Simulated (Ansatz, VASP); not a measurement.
**TlZn in VASP and in Ansatz**

```
Zn Tl
1.0
     3.35201    0.00000    0.00000
    -1.67600    2.90292    0.00000
     0.00000    0.00000    4.98328
Zn Tl
1 1
Direct
  0.33333 0.66667 0.50000
  0.00000 0.00000 0.00000
```

Alike in both runs: functional PBE; k mesh 6 × 6 × 4; occupations gaussian, width 0.1 eV; no spin polarisation.

Ansatz relaxed the structure, and its values are those at the end. VASP's run is a single point on that final structure, the one shown.

|  | VASP | Ansatz |
| --- | --- | --- |
| version | VASP 6.6.1 | Ansatz 0.2.0 |
| potentials or method | VASP PAW PBE potentials, release 64 (Zn, Tl_d), cutoff 520 eV | scalar-relativistic, plane waves, PAW |
| valence electrons in the cell | 25 | 25 |

```tsv
	VASP	Ansatz	Ansatz less VASP
gap on the k mesh at the Fermi level (eV)	none	none	-
pressure (GPa)	0.3	0.2	-0.07
```

A gap of «none» marks a metal or a gap that the smearing closes.

The k mesh is coarse, so the values compare programs but aren't converged. Spin-orbit coupling is off throughout.
